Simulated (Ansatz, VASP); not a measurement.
GeCl: VASP beside Ansatz

File INCAR:

```
PREC = Accurate
ENCUT = 520
EDIFF = 1E-6
ISMEAR = 0
SIGMA = 0.1
LREAL = False
LASPH = True
NELM = 80
ALGO = Normal
ISIF = 2
LWAVE = False
LCHARG = False
GGA = PS
NBANDS = 29
```

File KPOINTS:

```
regular mesh
0
Gamma
  15 15 6
```

File POSCAR:

```
GeCl
1.0
    3.2813537242      0.0000000000      0.0000000000
   -1.6406768621      2.8417356839      0.0000000000
    0.0000000000      0.0000000000      9.4402388941
Ge Cl
2 2
Direct
    0.3333333300      0.6666666700      0.3205100000
    0.6666666700      0.3333333300      0.8205100000
    0.3333333300      0.6666666700      0.0544910000
    0.6666666700      0.3333333300      0.5544910000
```

Input for Ansatz:

```yaml
crystal:
  lattice:
    - [3.2813537242, 0.0, 0.0]
    - [-1.6406768621, 2.8417356839, 0.0]
    - [0.0, 0.0, 9.4402388941]
  atoms:
    - { symbol: Ge, position: [0.33333333, 0.66666667, 0.32051] }
    - { symbol: Ge, position: [0.66666667, 0.33333333, 0.82051] }
    - { symbol: Cl, position: [0.33333333, 0.66666667, 0.054491] }
    - { symbol: Cl, position: [0.66666667, 0.33333333, 0.554491] }
basis:
  ecutwfc: 420
kpoints:
  mp_grid: { grid: [15, 15, 6] }
hamiltonian:
  xc: pbesol
scf:
  occupations: { method: gaussian, width: 0.1 }
output:
  forces: true
  stress: true
  eigenvalues: true
```

Alike in both runs: task single point; functional PBEsol; k mesh 15 × 15 × 6; occupations gaussian, width 0.1 eV; no spin polarisation.

```csv
,VASP,Ansatz
version,VASP 6.6.1,Ansatz 0.2.0
potentials or method,"VASP PAW PBE potentials, release 64 (Ge_d, Cl), cutoff 520 eV","scalar-relativistic, plane waves, PAW"
valence electrons in the cell,42,42
```

```csv
,VASP,Ansatz,Ansatz less VASP
gap on the k mesh at the Fermi level (eV),none,none,-
pressure (GPa),-3.2,-3.2,+0.05
"traceless stress, the component that is largest in VASP (GPa)",-2.38,-2.43,-0.048
rms of the force components (eV/Å),0.169,0.165,-0.0040
```

VASP's potentials were made for PBE, not for PBEsol. Atom by atom the forces differ by 0.004 eV/Å (rms over components). A gap of «none» marks a metal or a gap that the smearing closes.
